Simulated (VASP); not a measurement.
Wanted: the native input for a VASP 6.6.1 run.

```yaml
Task: single point
Functional: PBEsol
Potentials_or_basis: VASP PAW PBE potentials, release 64 (H, Br)
Cutoff: 520 eV
k_mesh: 10 × 10 × 10
Occupations: gaussian, width 0.02 eV
Spin: no spin polarisation
Dipole_correction: no
Further_INCAR_settings: ALGO = Normal; EDIFF = 1e-07; NBANDS = 11
```

The structure of HBr lies in POSCAR:

```
HBr
1.0
    0.0000000000      3.2505452216      3.2505466591
    1.6595653156      0.0000000000      3.2505466591
    1.6595653156      3.2505452216      0.0000000000
H Br
1 1
Direct
    0.0000000000      0.0000000000      0.0000000000
    0.5000000000      0.5000000000      0.5000000000
```

One way to write it, as run:

INCAR

```
SYSTEM = HBr
PREC = Accurate
ENCUT = 520
EDIFF = 1E-7
ISMEAR = 0
SIGMA = 0.02
LREAL = .False.
LASPH = .True.
NELM = 80
ALGO = Normal
ISIF = 2
LWAVE = .False.
LCHARG = .True.
GGA = PS
LELF = .True.
LVHAR = .True.
NBANDS = 11
```

KPOINTS

```
regular mesh
0
Gamma
  10 10 10
  0 0 0
```

Potentials or basis: VASP PAW PBE potentials, release 64 (H, Br).

The run is started by

```sh
$ cat potpaw_PBE.64/H/POTCAR potpaw_PBE.64/Br/POTCAR > POTCAR
$ mpirun -np 1 vasp_std > vasp.out
```

It gave:

```
Pressure               : 3.0 GPa
Band gap on the k mesh : 0.30 eV (least direct gap 0.83 eV)
```

Caveat: the PAW data sets were made with another functional, which shifts forces and pressure a little.

It took 16 s on 1 thread of Intel(R) Xeon(R) 6975P-C (Granite Rapids) (shared host), peak memory 0.19 GiB.
